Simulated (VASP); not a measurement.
# W (P1) in VASP: single point with LDA

Aim: the single point of W with LDA.

Program: VASP 6.6.1. These are calculated values, not measurements. Logs are shortened: lines on timing, memory, paths and dates and some standing lists are left out, and cuts for length are marked.

## Step 1: The cell of the first run

The typed cell holds 8 atoms: a = 5.269 Å, b = 4.507 Å, c = 6.431 Å, α = 88.31°, β = 72.17°, γ = 62.90°.

## Step 2: Single point, LDA

INCAR

```
ALGO = Normal ; EDIFF = 1E-6
ENCUT = 520 ; GGA = CA
ISIF = 2 ; ISMEAR = -1
LASPH = True ; LCHARG = False
LREAL = False ; LWAVE = False
NBANDS = 66 ; NELM = 80
PREC = Accurate ; SIGMA = 0.05
```

KPOINTS

```
k-points
0
Gamma
  3 4 3
```

POSCAR

```
W
1.0
   -1.4975130000      1.6099730000      4.7887300000
    3.1506280000      0.0668460000      3.2220720000
    0.0978160000      6.4300790000      0.0358760000
W
8
Direct
    0.9653347402      0.9565550167      0.0022420029
    0.0262807626     -0.0110253202      0.4863669141
    0.0271275221      0.4434215699      0.2350985833
    0.5253904670      0.2607129565      0.3851876338
    0.0033834976      0.4836353626      0.7290496075
    0.4897292436      0.7456745353      0.1378592363
    0.4938672758      0.2445974796      0.8754395797
    0.4672431267      0.7854093996      0.6503006736
```

Potentials or basis: VASP PAW LDA potentials, release 64 (W_sv).

Launch:

```console
> cat potpaw_LDA.64/W_sv/POTCAR > POTCAR
> mpirun -np 1 vasp_std > vasp.out
```

OUTCAR:

```text
EDIFF = 1E-6
   ENCUT = 520
   GGA = CA
   ISIF = 2
   ISMEAR = -1
   LASPH = True
   LREAL = False
   NELM = 80
   PREC = Accurate

 ion  position               nearest neighbor table
   1  0.965  0.957  0.002-   7 2.60   3 2.67   4 2.67   5 2.70   8 2.70   3 2.88   6 2.89   6 2.95
                             5 2.96   7 3.06   6 3.23   2 3.24   2 3.24   7 3.46
   2  0.026  0.989  0.486-   6 2.56   3 2.57   8 2.62   4 2.64   5 2.70   5 2.75   7 2.90   3 2.98
                             4 3.05   1 3.24   1 3.24   4 3.27   8 3.34   8 3.37
   3  0.027  0.443  0.235-   2 2.57   7 2.61   1 2.67   6 2.79   4 2.84   1 2.88   6 2.90   2 2.98
                             4 3.00   8 3.08   5 3.15   6 3.20   5 3.29   4 3.36
   4  0.525  0.261  0.385-   6 2.64   2 2.64   1 2.67   5 2.71   8 2.77   8 2.80   3 2.84   6 2.96
                             3 3.00   2 3.05   7 3.11   2 3.27   7 3.34   3 3.36
   5  0.003  0.484  0.729-   2 2.70   1 2.70   4 2.71   8 2.72   2 2.75   7 2.76   8 2.91   6 2.92
                             1 2.96   3 3.15   7 3.18   7 3.21   8 3.21   3 3.29
   6  0.490  0.746  0.138-   2 2.56   4 2.64   7 2.78   3 2.79   7 2.85   1 2.89   3 2.90   5 2.92
                             1 2.95   4 2.96   8 3.17   3 3.20   1 3.23   8 3.27
   7  0.494  0.245  0.875-   1 2.60   3 2.61   8 2.64   5 2.76   8 2.77   6 2.78   6 2.85   2 2.90
                             1 3.06   4 3.11   5 3.18   5 3.21   4 3.34   1 3.46
   8  0.467  0.785  0.650-   2 2.62   7 2.64   1 2.70   5 2.72   4 2.77   7 2.77   4 2.80   5 2.91
                             3 3.08   6 3.17   5 3.21   6 3.27   2 3.34   2 3.37

  Warning from LATTYP: Got some problem with cell dimensions!
  Tried to take original basis but could not verify dimensions!
  LATTYP: Found a triclinic cell.
 ALAT       =     5.2693921147
 B/A-ratio  =     0.9758372176
 C/A-ratio  =     1.5107900493
 COS(alpha) =     0.0007437254
 COS(beta)  =     0.5052932697
 COS(gamma) =     0.6254654114

  Lattice vectors:

 A1 = (   1.4975130000,  -1.6099730000,  -4.7887300000)
 A2 = (   4.6481410000,  -1.5431270000,  -1.5666580000)
 A3 = (  -3.2484440000,  -6.4969250000,  -3.2579480000)

Analysis of symmetry for initial positions (statically):
=====================================================================
 Subroutine PRICEL returns:
 Original cell was already a primitive cell.

 Routine SETGRP: Setting up the symmetry group for a
 triclinic supercell.

 Subroutine GETGRP returns: Found  1 space group operations
 (whereof  1 operations were pure point group operations)
 out of a pool of  2 trial point group operations.

The static configuration has the point symmetry C_1 .

Analysis of symmetry for dynamics (positions and initial velocities):
[... 127 lines left out ...]
   PSTRESS=    0.0 pullay stress
   NELECT =     112.0000    total number of electrons
   NUPDOWN=      -1.0000    fix difference up-down
   EMIN   =  10.00;   EMAX   =-10.00  energy-range for DOS
   EFERMI =   0.00;   METHOD = LEGACY
   ISMEAR =    -1;   SIGMA  =   0.05  broadening in eV -4-tet -1-fermi 0-gaus
   EFERMI_NEDOS =   21; number of points for ismear=-14 and -15
   IALGO  =     38    algorithm
   IMIX   =      4    mixing-type and parameters
     AMIX     =   0.40;   BMIX     =  1.00
     AMIX_MAG =   1.60;   BMIX_MAG =  1.00
  volume/ion in A,a.u.               =      16.04       108.25
  Fermi-wavevector in a.u.,A,eV,Ry     =   1.564485  2.956447 33.301783  2.447612
  Thomas-Fermi vector in A             =   2.667101
   LORBIT       =      0    0 simple, 1 ext, 2 COOP (PROOUT), +10 PAW based schemes
   GGA     = CA    functional components
   LHFCALC =     F    Hartree Fock is set to
   AEXX    =    0.0000 exact exchange contribution
   IVDW    =     0    specifies the selected vdW correction
   LEPSILON=     F    determine dielectric tensor
   LRPA    =     F    only Hartree local field effects (RPA)
 non-spin polarized calculation
  energy-cutoff  :      520.00
  volume of cell :      128.33
 maximum number of plane-waves:      3467
   NGX = 19   NGY = 17   NGZ = 23

 number of electron     112.0000001 magnetization

 Free energy of the ion-electron system (eV)
  ---------------------------------------------------
  ext. energy  EPLUGINS =         0.00000000
  ---------------------------------------------------
  free energy    TOTEN  =      -110.86208142 eV

  energy without entropy =     -110.81594817  energy(sigma->0) =     -110.83901480

 E-fermi :  11.0265     XC(G=0): -13.7395

 val. band max:       11.0235730708   @ k =  -0.3333   0.5000   0.3333
 cond. band min:      11.0454274537   @ k =   0.3333   0.5000   0.0000
 fundamental gap:      0.0218543829
 Fermi energy:        11.0265016764

 k-point     1 :       0.0000    0.0000    0.0000
  band No.  band energies     occupation
      1     -62.5902      2.00000
      2     -62.4834      2.00000
      3     -62.4507      2.00000
      4     -62.4453      2.00000
      5     -62.4292      2.00000
      6     -62.4124      2.00000
[... 1300 lines left out ...]
     65      13.2861      0.00000
     66      13.5511      0.00000

------------------------ aborting loop because EDIFF is reached ----------------------------------------

  FORCE on cell =-STRESS in cart. coord.  units (eV):
  Direction    XX          YY          ZZ          XY          YZ          ZX
  --------------------------------------------------------------------------------------
  -------------------------------------------------------------------------------------
  Total        0.8276278     -6.5741601     -5.8366507     -2.5744505     -1.3214842     -2.8541080
  in kB       10.3327761    -82.0771390    -72.8694742    -32.1415250    -16.4984792    -35.6329953
  external PRESSURE =     -48.2046124 kB  Pullay stress =       0.0000000 kB

 VOLUME and BASIS-vectors are now :
 -----------------------------------------------------------------------------
  energy-cutoff  :      520.00
  volume of cell :      128.33
      direct lattice vectors                 reciprocal lattice vectors
    -1.497513000  1.609973000  4.788730000    -0.161425680  0.001575143  0.157813660
     3.150628000  0.066846000  3.222072000     0.239492873 -0.004068718  0.076261184
     0.097816000  6.430079000  0.035876000     0.037928281  0.155166996 -0.040306423

 POSITION                                       TOTAL-FORCE (eV/Angst)
 -----------------------------------------------------------------------------------
      1.56837      1.63252      7.70490         0.402151      0.316678      2.940043
      3.12411      3.23580      3.32985         0.767646      0.658098     -1.926748
      1.37943      1.58502      1.56708         2.712559      0.439073      0.280423
      0.07231      3.34008      3.36981        -0.369053     -0.843379     -2.148129
      1.59000      4.72562      1.60067         0.991252      1.402980     -0.486250
      1.62945      1.72474      4.75274        -1.497371     -1.136171      0.593871
      0.11670      6.44061      3.18452        -0.067863      0.139616      0.107309
      1.83844      4.98624      4.79148        -2.939321     -0.976895      0.639480
 -----------------------------------------------------------------------------------
    total drift:                                0.000051      0.000186     -0.000375

  FREE ENERGIE OF THE ION-ELECTRON SYSTEM (eV)
  ---------------------------------------------------
  free  energy   TOTEN  =      -110.8620814240 eV

  energy  without entropy=     -110.8159481676  energy(sigma->0) =     -110.83901480
```

OSZICAR:

```text
N       E                     dE             d eps       ncg     rms          rms(c)
DAV:   1     0.160956934806E+04    0.16096E+04   -0.63698E+04  2508   0.201E+03
DAV:   2     0.528578948420E+01   -0.16043E+04   -0.15670E+04  2516   0.660E+02
DAV:   3    -0.110155016893E+03   -0.11544E+03   -0.10787E+03  2832   0.157E+02
DAV:   4    -0.115923588412E+03   -0.57686E+01   -0.54538E+01  3024   0.291E+01
DAV:   5    -0.116104624507E+03   -0.18104E+00   -0.17973E+00  3008   0.490E+00    0.592E+01
DAV:   6    -0.111964549047E+03    0.41401E+01   -0.58985E+00  2862   0.137E+01    0.236E+01
DAV:   7    -0.110925464243E+03    0.10391E+01   -0.32518E+00  2992   0.102E+01    0.167E+00
DAV:   8    -0.110886984303E+03    0.38480E-01   -0.24990E-01  3174   0.435E+00    0.103E+00
DAV:   9    -0.110864739985E+03    0.22244E-01   -0.49497E-02  3232   0.183E+00    0.367E-01
DAV:  10    -0.110862107905E+03    0.26321E-02   -0.12514E-02  3216   0.103E+00    0.152E-01
DAV:  11    -0.110862083861E+03    0.24044E-04   -0.15793E-03  3184   0.324E-01    0.861E-02
DAV:  12    -0.110862083309E+03    0.55190E-06   -0.15152E-04  3184   0.973E-02    0.576E-02
DAV:  13    -0.110862081658E+03    0.16515E-05   -0.46533E-05  2984   0.566E-02    0.114E-02
DAV:  14    -0.110862081424E+03    0.23373E-06   -0.59640E-06  2640   0.219E-02
   1 F= -.11086208E+03 E0= -.11083901E+03  d E =-.461333E-01
```

stdout:

```text
POSCAR found type information on POSCAR W
 POSCAR found :  1 types and       8 ions
 scaLAPACK will be used
 LDA part: xc-table for (Slater(with rela. corr.)+CA(PZ))
 , standard interpolation
 POSCAR, INCAR and KPOINTS ok, starting setup
 FFT: planning ... GRIDC
 FFT: planning ... GRID_SOFT
 FFT: planning ... GRID
 WAVECAR not read
 entering main loop
```

Wall time 3 min (1 thread of AMD EPYC 7R43 (Zen 3), shared host); peak memory 0.22 GiB.

What came out:

```
Free energy            : -110.8621 eV
Pressure               : -4.8 GPa
Largest force          : 3.163 eV/Å
Band gap on the k mesh : zero (band 56 reaches 11.39 eV, above the bottom of band 57 at 10.92 eV)
```

Forces on the atoms (eV/Å):
```
W    0.402  0.317  2.940
W    0.768  0.658 -1.927
W    2.713  0.439  0.280
W   -0.369 -0.843 -2.148
W    0.991  1.403 -0.486
W   -1.497 -1.136  0.594
W   -0.068  0.140  0.107
W   -2.939 -0.977  0.639
```

Stress tensor (GPa, compression positive):
```
 1.03 -3.21 -3.56
-3.21 -8.21 -1.65
-3.56 -1.65 -7.29
```

Levels at points of the mesh, in eV from the Fermi level:
| k point | band 53 | band 54 | band 55 | band 56 | band 57 | band 58 | band 59 | band 60 |
| --- | --- | --- | --- | --- | --- | --- | --- | --- |
| (0.00, 0.00, 0.00) | -1.01 | -0.93 | -0.77 | -0.60 | 0.26 | 0.44 | 0.61 | 0.92 |
| (0.00, 0.50, 0.00) | -0.76 | -0.37 | -0.26 | 0.11 | 0.33 | 0.54 | 0.64 | 0.81 |

Caveat: the k points lie up to 0.47 Å⁻¹ apart; spin-orbit coupling is left out, which moves the levels of the heavy elements; forces of over 1 eV/Å act on the atoms, so gaps and moduli don't describe the material at rest.
